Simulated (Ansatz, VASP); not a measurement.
## Al2P3: VASP beside Ansatz

```
Al P
1.0
     3.29445    0.00000    0.00000
     0.00000    5.37826    2.56934
     0.00000   -5.37826    2.56934
Al P
2 3
Direct
  0.50000 0.11400 0.83403
  0.50000 0.83403 0.11400
  0.50000 0.64759 0.37023
  0.50000 0.37023 0.64759
  0.00000 0.16766 0.16766
```

Alike in both runs: task relaxation of cell and atoms; functional PBE; k mesh 6 × 4 × 4; occupations gaussian, width 0.1 eV; no spin polarisation.

|  | VASP | Ansatz |
| --- | --- | --- |
| version | VASP 6.6.1 | Ansatz 0.2.0 |
| potentials or method | VASP PAW PBE potentials, release 64 (Al, P), cutoff 600 eV | scalar-relativistic, plane waves, PAW |
| valence electrons in the cell | 21 | 21 |

|  | VASP | Ansatz | Ansatz less VASP |
| --- | --- | --- | --- |
| gap on the k mesh at the Fermi level, each at its own relaxed structure (eV) | none | none | - |
| relaxed volume (Å³/atom) | 18.66 | 18.79 | +0.128 |
| relaxed cell length with the largest relative difference (Å) | 6.103 | 6.141 | +0.0379 |

A gap of «none» marks a metal or a gap that the smearing closes.
